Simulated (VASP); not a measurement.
RbBr, 2 atoms in the cell. The structure is cubic, space group Fm-3m (No. 225). The conventional cell has a = 6.922 Å, b = 6.922 Å, c = 6.922 Å, α = 90.00°, β = 90.00°, γ = 90.00°. Rb (site symmetry m-3m) has 6 Br at 3.46 Å within 4.5 Å. Within 4.5 Å of Br (site symmetry m-3m) lie 6 Rb at 3.46 Å. 

* Program: VASP 6.6.1
* Task: single point
* Functional: PBE0
* Potentials or basis: VASP PAW PBE potentials, release 64 (Rb_sv, Br)
* Cutoff: 520 eV
* k mesh: 4 × 4 × 4
* Occupations: gaussian, width 0.01 eV
* Spin: no spin polarisation
* Dipole correction: no
* Grid for exact exchange (PRECFOCK): Normal
* Further INCAR settings: ALGO = Normal; EDIFF = 1e-07; NBANDS = 15

Potentials or basis: VASP PAW PBE potentials, release 64 (Rb_sv, Br).

The run is started by

```console
$ cat potpaw_PBE.64/Rb_sv/POTCAR potpaw_PBE.64/Br/POTCAR > POTCAR
$ cp INCAR.step1 INCAR
$ mpirun -np 1 vasp_std > vasp.out
$ cp INCAR.step2 INCAR
$ mpirun -np 1 vasp_std > vasp.out
```

Hardware: 1 thread of Intel(R) Xeon(R) Platinum 8481C CPU @ 2.70GHz (Sapphire Rapids), on a shared host.

Question: Estimate the wall time of this run.

Answer: It took 3.9 min on 1 thread of Intel(R) Xeon(R) Platinum 8481C CPU @ 2.70GHz (Sapphire Rapids), with other jobs on the host, peak memory 0.22 GiB. Counts: k points 8.
